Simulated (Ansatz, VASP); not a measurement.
**One calculation of ScAl3N4, two programs**

```
Al Sc N
1.0
     6.48010    0.01573    0.00000
    -3.22643    5.61979    0.00000
     0.00000    0.00000    5.05272
Al Sc N
6 2 8
Direct
  0.16437 0.82916 0.99947
  0.33563 0.67084 0.49947
  0.67084 0.33563 0.99947
  0.82916 0.16437 0.49947
  0.66509 0.83491 0.99556
  0.83491 0.66509 0.49556
  0.16125 0.33875 0.99123
  0.33875 0.16125 0.49123
  0.15883 0.34117 0.41305
  0.34117 0.15883 0.91305
  0.15470 0.80943 0.37514
  0.34530 0.69057 0.87514
  0.69057 0.34530 0.37514
  0.80943 0.15470 0.87514
  0.66754 0.83246 0.37894
  0.83246 0.66754 0.87894
```

Alike in both runs: functional PBE; k mesh 4 × 4 × 5; no spin polarisation.

Ansatz relaxed the structure, and its values are those at the end. VASP's run is a single point on that final structure, the one shown.

|  | VASP | Ansatz |
| --- | --- | --- |
| version | VASP 6.6.1 | Ansatz 0.2.0 |
| potentials or method | VASP PAW PBE potentials, release 64 (Al, Sc_sv, N) | scalar-relativistic, plane waves, PAW |
| plane-wave cutoff (eV) | 520 | 420 |
| occupations | gaussian, width 0.01 eV | fixed |
| valence electrons in the cell | 80 | 80 |

Ansatz gave:

* gap on the k mesh at the Fermi level (eV): 3.71
* least direct gap on the mesh (eV): 3.71
* pressure (GPa): 0.0
* rms of the force components (eV/Å): 0.001

Q: Which values does VASP return?

A: gap on the k mesh at the Fermi level (eV): 3.70; least direct gap on the mesh (eV): 3.72; pressure (GPa): 0.1; rms of the force components (eV/Å): 0.024.
